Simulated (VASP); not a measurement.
A run of VASP 6.6.1:

Contents of INCAR:

```
SYSTEM = CuO
PREC = Accurate
ENCUT = 520
EDIFF = 1E-7
ISMEAR = -1
SIGMA = 0.05
LREAL = .FALSE.
LASPH = .TRUE.
NELM = 80
ALGO = Normal
ISIF = 2
LWAVE = .FALSE.
LCHARG = .FALSE.
GGA = PE
NBANDS = 16
```

The input KPOINTS:

```
Automatic mesh
0
G
  9 9 9
  0 0 0
```

Contents of POSCAR:

```
CuO
1.0
    2.5525506100      0.0000000000      0.0000000000
    0.0000000000      2.5525506100      0.0000000000
    0.0000000000      0.0000000000      2.5270251039
Cu O
1 1
Direct
    0.0000000000      0.0000000000      0.0000000000
    0.5000000000      0.5000000000      0.5000000000
```

Potentials or basis: VASP PAW PBE potentials, release 64 (Cu, O).

The run is started by

```sh
$ cat potpaw_PBE.64/Cu/POTCAR potpaw_PBE.64/O/POTCAR > POTCAR
$ mpirun -np 1 vasp_std > vasp.out
```

Hardware: 1 thread of Intel(R) Xeon(R) 6975P-C (Granite Rapids), with other jobs on the host.

Q: Estimate the wall time of this run.

A: It took 8.1 s on 1 thread of Intel(R) Xeon(R) 6975P-C (Granite Rapids), with other jobs on the host, peak memory 0.14 GiB. Counts: scf iterations 14, k points 75.
